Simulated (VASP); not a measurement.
# Si32C31 (a cell with a defect) in VASP: single point with PBEsol

Aim: the single point of Si32C31 (a cell with a defect) with PBEsol.

Program: VASP 6.6.1. These are calculated values, not measurements. Logs are shortened: lines on timing, memory, paths and dates and some standing lists are left out, and cuts for length are marked.

## Step 1: The cell of the first run

The cell holds a defect, 63 atoms: a = 8.714 Å, b = 8.714 Å, c = 8.714 Å, α = 90.00°, β = 90.00°, γ = 90.00°.

## Step 2: Single point, PBEsol

The input, INCAR:

```
PREC     = Accurate       # precision mode
ENCUT    = 520            # plane-wave cutoff, eV
EDIFF    = 1E-6           # SCF threshold, eV
ISMEAR   = -1             # smearing method
SIGMA    = 0.05           # smearing width, eV
LREAL    = Auto         
LASPH    = T              # aspherical terms in the spheres
NELM     = 120            # most SCF steps
ALGO     = Normal         # electronic algorithm
ISIF     = 2              # what is computed and relaxed
LWAVE    = F              # write WAVECAR
LCHARG   = F              # write CHGCAR
GGA      = PS             # functional
NELECT   = 250.0        
ISYM     = 0            
NBANDS   = 163            # bands
GGA_COMPAT= F
```

The input, KPOINTS:

```
Automatic mesh
0
Gamma
  1 1 1
  0.25 0.25 0.25
```

The input, POSCAR:

```
Si32C31
1.0
    8.7137060000      0.0000000000      0.0000000000
    0.0000000000      8.7137060000      0.0000000000
    0.0000000000      0.0000000000      8.7137060000
Si C
32 31
Direct
    0.0002580000      0.0003020000      0.0004450000
    0.0003330000      0.0003750000      0.4993550000
    0.0003320000      0.4992150000      0.0005150000
    0.0012540000      0.4999900000      0.5001400000
    0.4991650000      0.0003840000      0.0005250000
    0.4999570000      0.0012970000      0.5001350000
    0.4999600000      0.4999890000      0.0014420000
    0.4911340000      0.4911580000      0.4913130000
    0.2498340000      0.2498740000      0.0004110000
    0.2492750000      0.2493140000      0.4988790000
    0.2493500000      0.7516840000      0.0008060000
    0.2484480000      0.7497910000      0.5001750000
    0.7516470000      0.2494040000      0.0007920000
    0.7497580000      0.2484940000      0.5001810000
    0.7499220000      0.7499530000      0.0011400000
    0.7572260000      0.7572470000      0.4928910000
    0.2498310000      0.0002590000      0.2500140000
    0.2493480000      0.0006640000      0.7518280000
    0.2492770000      0.4987240000      0.2494590000
    0.2484510000      0.5000300000      0.7499420000
    0.7516400000      0.0006530000      0.2495410000
    0.7499220000      0.0009960000      0.7501000000
    0.7497570000      0.5000300000      0.2486310000
    0.7571940000      0.4927640000      0.7573710000
    0.0002260000      0.2498700000      0.2500200000
    0.0006100000      0.2494050000      0.7518330000
    0.0006140000      0.7516860000      0.2495400000
    0.0009530000      0.7499600000      0.7501100000
    0.4986870000      0.2493110000      0.2494560000
    0.4999940000      0.2484900000      0.7499450000
    0.4999910000      0.7497960000      0.2486360000
    0.4926650000      0.7572940000      0.7574440000
    0.1252290000      0.1252650000      0.1254120000
    0.1252460000      0.1252960000      0.6248350000
    0.1252520000      0.6246910000      0.1254380000
    0.1249830000      0.6251790000      0.6253280000
    0.6246520000      0.1252960000      0.1254330000
    0.6251400000      0.1250270000      0.6253260000
    0.6251390000      0.6251780000      0.1251710000
    0.3753490000      0.3753870000      0.1254520000
    0.3762780000      0.3763140000      0.6265030000
    0.3753730000      0.8751690000      0.1253990000
    0.3757440000      0.8742620000      0.6236380000
    0.8751340000      0.3754130000      0.1254000000
    0.8742260000      0.3757820000      0.6236550000
    0.8750840000      0.8751250000      0.1251500000
    0.8744290000      0.8744710000      0.6265690000
    0.3753470000      0.1253050000      0.3755340000
    0.3753700000      0.1252560000      0.8753140000
    0.3762790000      0.6263550000      0.3764640000
    0.3757460000      0.6234960000      0.8744110000
    0.8751240000      0.1252520000      0.3755550000
    0.8750860000      0.1250110000      0.8752690000
    0.8742280000      0.6235030000      0.3759250000
    0.8744260000      0.6264190000      0.8746130000
    0.1252710000      0.3753860000      0.3755360000
    0.1252180000      0.3754120000      0.8753180000
    0.1252150000      0.8751730000      0.3755570000
    0.1249730000      0.8751260000      0.8752720000
    0.6263160000      0.3763100000      0.3764570000
    0.6234630000      0.3757870000      0.8744060000
    0.6234590000      0.8742540000      0.3759350000
    0.6263850000      0.8744740000      0.8746170000
```

Potentials or basis: VASP PAW PBE potentials, release 64 (Si, C).

The run is started by

```
cat potpaw_PBE.64/Si/POTCAR potpaw_PBE.64/C/POTCAR > POTCAR
mpirun -np 1 vasp_std > vasp.out
```

OUTCAR:

```text
PREC = Accurate
   ENCUT = 520
   EDIFF = 1E-6
   ISMEAR = -1
   LREAL = Auto
   LASPH = T
   NELM = 120
   ISIF = 2
   GGA = PS
   NELECT = 250.0
   ISYM = 0

 ion  position               nearest neighbor table
   1  0.000  0.000  0.000-  33 1.89  46 1.89  53 1.89  59 1.89  18 3.07  11 3.07  27 3.07  13 3.07
                            21 3.07  26 3.07  17 3.08  25 3.08   9 3.08  28 3.08  22 3.08  15 3.08
   2  0.000  0.000  0.499-  58 1.88  52 1.88  34 1.89  47 1.91  16 3.00  10 3.07  27 3.07  21 3.07
                            14 3.07  12 3.07  25 3.07  17 3.07  22 3.09  28 3.09  18 3.09  26 3.09
   3  0.000  0.499  0.001-  44 1.88  57 1.88  35 1.89  55 1.91  24 3.00  19 3.07  26 3.07  13 3.07
                            23 3.07  20 3.07   9 3.07  25 3.07  15 3.09  28 3.09  11 3.09  27 3.09
   4  0.001  0.500  0.500-  56 1.88  36 1.88  45 1.89  54 1.89  12 3.06  20 3.06  10 3.07  19 3.07
                            28 3.08  25 3.08  16 3.09  24 3.09  26 3.09  27 3.09  14 3.10  23 3.10
   5  0.499  0.000  0.001-  49 1.88  42 1.88  37 1.89  63 1.91  32 3.00  29 3.07  18 3.07  11 3.07
                            30 3.07  31 3.07   9 3.07  17 3.07  22 3.09  15 3.09  21 3.09  13 3.09
   6  0.500  0.001  0.500-  48 1.88  38 1.88  62 1.89  43 1.89  14 3.06  30 3.06  29 3.07  10 3.07
                            22 3.08  17 3.08  32 3.09  16 3.09  21 3.09  18 3.09  31 3.10  12 3.10
   7  0.500  0.500  0.001-  40 1.88  39 1.88  61 1.89  51 1.89  23 3.06  31 3.06  29 3.07  19 3.07
                            15 3.08   9 3.08  24 3.09  32 3.09  13 3.09  11 3.09  30 3.10  20 3.10
   8  0.491  0.491  0.491-  60 1.84  41 1.84  50 1.84  10 2.98  29 2.98  19 2.98  14 3.09  30 3.09
                            23 3.09  20 3.09  31 3.09  12 3.09
   9  0.250  0.250  0.000-  33 1.88  57 1.89  49 1.89  40 1.89  18 3.07  26 3.07  19 3.07  29 3.07
[... 76 lines left out ...]
  62  0.623  0.874  0.376-  16 1.85   6 1.89  31 1.89  21 1.92
  63  0.626  0.874  0.875-  32 1.86  22 1.88  15 1.88   5 1.91

IMPORTANT INFORMATION: All symmetrisations will be switched off!
NOSYMM: (Re-)initialisation of all symmetry stuff for point group C_1.

----------------------------------------------------------------------------------------

                                     Primitive cell

  volume of cell :     661.6201

  direct lattice vectors                    reciprocal lattice vectors
     8.713706000  0.000000000  0.000000000     0.114761733  0.000000000  0.000000000
     0.000000000  8.713706000  0.000000000     0.000000000  0.114761733  0.000000000
     0.000000000  0.000000000  8.713706000     0.000000000  0.000000000  0.114761733

  length of vectors
     8.713706000  8.713706000  8.713706000     0.114761733  0.114761733  0.114761733

  position of ions in fractional coordinates (direct lattice)
     0.000258000  0.000302000  0.000445000
     0.000333000  0.000375000  0.499355000
     0.000332000  0.499215000  0.000515000
     0.001254000  0.499990000  0.500140000
     0.499165000  0.000384000  0.000525000
[... 190 lines left out ...]
   ISMEAR =    -1;   SIGMA  =   0.05  broadening in eV -4-tet -1-fermi 0-gaus
   EFERMI_NEDOS =   21; number of points for ismear=-14 and -15
   IALGO  =     38    algorithm
   IMIX   =      4    mixing-type and parameters
     AMIX     =   0.40;   BMIX     =  1.00
     AMIX_MAG =   1.60;   BMIX_MAG =  1.00
  volume/ion in A,a.u.               =      10.50        70.87
  Fermi-wavevector in a.u.,A,eV,Ry     =   1.183546  2.236578 19.058795  1.400782
  Thomas-Fermi vector in A             =   2.319779
   LORBIT       =      0    0 simple, 1 ext, 2 COOP (PROOUT), +10 PAW based schemes
   GGA     = PS    functional components
   LHFCALC =     F    Hartree Fock is set to
   AEXX    =    0.0000 exact exchange contribution
   IVDW    =     0    specifies the selected vdW correction
   LEPSILON=     F    determine dielectric tensor
   LRPA    =     F    only Hartree local field effects (RPA)
 non-spin polarized calculation
  energy-cutoff  :      520.00
  volume of cell :      661.62
 maximum number of plane-waves:     17779
 NGX is ok and might be reduce to    70
   NGX = 33   NGY = 33   NGZ = 33

 number of electron     249.9999969 magnetization

 Free energy of the ion-electron system (eV)
  ---------------------------------------------------
  ext. energy  EPLUGINS =         0.00000000
  ---------------------------------------------------
  free energy    TOTEN  =      -514.31700750 eV

  energy without entropy =     -514.31700748  energy(sigma->0) =     -514.31700749

 E-fermi :   8.6338     XC(G=0): -11.4170

 val. band max:        7.6515904418   @ k =   0.2500  -0.2500   0.2500
 cond. band min:       9.5904443604   @ k =  -0.2500   0.2500   0.2500
 fundamental gap:      1.9388539187
 Fermi energy:         8.6337665679

 k-point     1 :       0.2500    0.2500    0.2500
  band No.  band energies     occupation
      1      -7.1009      2.00000
      2      -6.3453      2.00000
      3      -6.3452      2.00000
      4      -6.2289      2.00000
      5      -5.5802      2.00000
      6      -5.5802      2.00000
[... 549 lines left out ...]
    136      12.2677      0.00000
    137      12.2781      0.00000
 [bands above 137 left out]

------------------------ aborting loop because EDIFF is reached ----------------------------------------

  FORCE on cell =-STRESS in cart. coord.  units (eV):
  Direction    XX          YY          ZZ          XY          YZ          ZX
  --------------------------------------------------------------------------------------
  -------------------------------------------------------------------------------------
  Total      -22.0090824    -22.0098906    -22.0085354     -0.2988358     -0.2837582     -0.2960297
  in kB      -53.2971284    -53.2990856    -53.2958039     -0.7236600     -0.6871479     -0.7168647
  external PRESSURE =     -53.2973393 kB  Pullay stress =       0.0000000 kB

 VOLUME and BASIS-vectors are now :
 -----------------------------------------------------------------------------
  energy-cutoff  :      520.00
  volume of cell :      661.62
      direct lattice vectors                 reciprocal lattice vectors
     8.713706000  0.000000000  0.000000000     0.114761733  0.000000000  0.000000000
     0.000000000  8.713706000  0.000000000     0.000000000  0.114761733  0.000000000
     0.000000000  0.000000000  8.713706000     0.000000000  0.000000000  0.114761733

 POSITION                                       TOTAL-FORCE (eV/Angst)
 -----------------------------------------------------------------------------------
      0.00225      0.00263      0.00388         0.031340      0.030881      0.030137
      0.00290      0.00327      4.35123         0.073638      0.073595     -0.079797
      0.00289      4.35001      0.00449         0.073703     -0.080078      0.073543
      0.01093      4.35677      4.35807         0.009699      0.025084      0.024816
      4.34958      0.00335      0.00457        -0.078361      0.072842      0.072536
      4.35648      0.01130      4.35803         0.025031      0.008874      0.025553
[... 55 lines left out ...]
      5.43264      7.61799      3.27579         0.027200     -0.039360     -0.005229
      5.45813      7.61991      7.62116         0.024317     -0.079955     -0.078511
 -----------------------------------------------------------------------------------
    total drift:                               -0.009435     -0.003195     -0.008561

  FREE ENERGIE OF THE ION-ELECTRON SYSTEM (eV)
  ---------------------------------------------------
  free  energy   TOTEN  =      -514.3170074965 eV

  energy  without entropy=     -514.3170074777  energy(sigma->0) =     -514.31700749
```

Run time: 15 min. Hardware: 1 thread of Oxide Virtual Turin-like, shared host; peak memory 0.77 GiB.

Results:

* Free energy: -514.3170 eV
* Largest force: 0.189 eV/Å

Forces in eV/Å, atoms in the order of the input:
```
Si   0.031  0.031  0.030
Si   0.074  0.074 -0.080
Si   0.074 -0.080  0.074
Si   0.010  0.025  0.025
Si  -0.078  0.073  0.073
Si   0.025  0.009  0.026
Si   0.024  0.025  0.011
Si   0.077  0.079  0.078
Si   0.038  0.038  0.043
Si   0.056  0.055 -0.018
Si   0.046 -0.050  0.019
Si   0.055  0.040  0.039
Si  -0.050  0.044  0.020
Si   0.040  0.055  0.038
Si   0.028  0.030  0.096
Si   0.020  0.021 -0.010
Si   0.039  0.045  0.040
Si   0.045  0.019 -0.051
Si   0.056 -0.017  0.056
Si   0.055  0.039  0.039
Si  -0.050  0.019  0.044
Si   0.029  0.097  0.029
Si   0.040  0.038  0.056
Si   0.022 -0.009  0.021
Si   0.044  0.038  0.038
Si   0.020  0.044 -0.050
Si   0.020 -0.049  0.045
Si   0.097  0.029  0.028
Si  -0.017  0.056  0.056
Si   0.038  0.056  0.039
Si   0.038  0.039  0.056
Si  -0.007  0.020  0.018
C   -0.031 -0.031 -0.030
C   -0.050 -0.049  0.129
C   -0.048  0.130 -0.048
C   -0.047 -0.026 -0.026
C    0.130 -0.049 -0.048
C   -0.027 -0.046 -0.026
C   -0.024 -0.024 -0.044
C   -0.042 -0.042 -0.042
C   -0.122 -0.122  0.068
C   -0.040 -0.042 -0.038
C   -0.005 -0.036  0.024
C   -0.042 -0.040 -0.038
C   -0.038 -0.003  0.020
C   -0.040 -0.040 -0.041
C   -0.077 -0.079  0.025
C   -0.042 -0.041 -0.043
C   -0.040 -0.040 -0.041
C   -0.124  0.069 -0.124
C   -0.007  0.025 -0.037
C   -0.042 -0.040 -0.037
C   -0.041 -0.042 -0.040
C   -0.040  0.025 -0.004
C   -0.081  0.025 -0.080
C   -0.041 -0.043 -0.043
C   -0.041 -0.039 -0.041
C   -0.041 -0.043 -0.037
C   -0.043 -0.041 -0.040
C    0.070 -0.124 -0.124
C    0.025 -0.006 -0.039
C    0.027 -0.039 -0.005
C    0.024 -0.080 -0.079
```

Caveat: the cell carries a net charge on a neutralising background, which shifts energy and pressure; the cell is charged against a uniform background, so pressure and absolute levels hang on convention; the PAW data sets were made with another functional, which shifts forces and pressure a little.
